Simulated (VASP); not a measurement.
**Li7F8 (a cell with a defect): single point with PBE**

System: Li7F8 (a cell with a defect).

```xyz
15
Lattice="1.5623 -2.7060 -4.9041 1.5623 -2.7060 4.9041 -6.2492 0.0000 0.0000" Properties=species:S:1:pos:R:3 pbc="T T T"
Li    0.0349   -3.5878    1.9607
Li   -3.1245   -3.6262   -3.0216
Li   -3.1404   -3.5988    1.8825
Li    1.5444   -4.5315   -0.6162
Li   -0.0276   -1.8088   -0.6162
Li   -1.5434   -4.4990   -0.6225
Li   -3.1175   -1.7999   -0.5637
F    -0.0042   -3.6104    0.0179
F    -1.5838   -0.9144   -0.2562
F    -3.1194   -3.6004   -0.0199
F    -4.6777   -0.9013   -0.0199
F     0.1110   -1.8309    2.4588
F     0.0321   -1.6944   -2.4453
F    -3.2386   -1.8698    2.4762
F    -3.1419   -1.8139   -2.4825
```

```yaml
Program: VASP 6.6.1
Task: single point
Functional: PBE
Potentials_or_basis: VASP PAW PBE potentials, release 64 (Li_sv, F)
Cutoff: 520 eV
k_mesh: 4 × 4 × 4
Occupations: gaussian, width 0.05 eV
Spin: no spin polarisation
Dipole_correction: no
Charge: -1
Further_INCAR_settings: LREAL = Auto; ALGO = Normal; EDIFF = 1e-06; NBANDS = 52; NELECT = 78.0
```

The largest force is 0.037 eV/Å.

Forces on the atoms (eV/Å):
```
Li  -0.027 -0.015 -0.017
Li   0.007  0.013 -0.005
Li   0.015  0.000 -0.005
Li  -0.003  0.023  0.028
Li   0.019 -0.014  0.028
Li   0.000  0.000  0.012
Li  -0.006 -0.004 -0.002
F    0.001  0.001  0.009
F    0.008  0.005 -0.007
F   -0.003 -0.004 -0.009
F   -0.005  0.000 -0.009
F   -0.009  0.001 -0.003
F   -0.004 -0.008 -0.003
F    0.003  0.002 -0.012
F    0.004  0.002 -0.003
```

Levels at points of the mesh, in eV from the Fermi level:
```csv
k point,band 36,band 37,band 38,band 39,band 40,band 41,band 42,band 43
"(0.00, 0.00, 0.00)",-1.07,-0.55,-0.41,-0.36,6.60,9.90,10.07,10.21
"(0.50, 0.00, 0.00)",-1.07,-0.78,-0.58,-0.41,8.12,8.37,10.00,10.18
"(0.00, 0.50, 0.00)",-1.06,-0.87,-0.53,-0.41,8.16,8.36,9.96,10.13
"(0.50, 0.50, 0.00)",-1.07,-0.82,-0.41,-0.38,8.14,8.48,10.05,10.05
"(0.00, 0.00, 0.50)",-1.04,-0.82,-0.47,-0.39,7.88,8.07,10.22,10.42
"(0.50, 0.50, 0.50)",-1.11,-0.82,-0.68,-0.41,8.85,9.05,9.15,9.47
```

Run time: 4.4 min on 1 thread of AMD EPYC 9R45 96-Core Processor (Zen 5) (shared host), peak memory 0.33 GiB.

Caveat: the cell carries a net charge on a neutralising background, which shifts energy and pressure; the cell is charged against a uniform background, so pressure and absolute levels hang on convention.
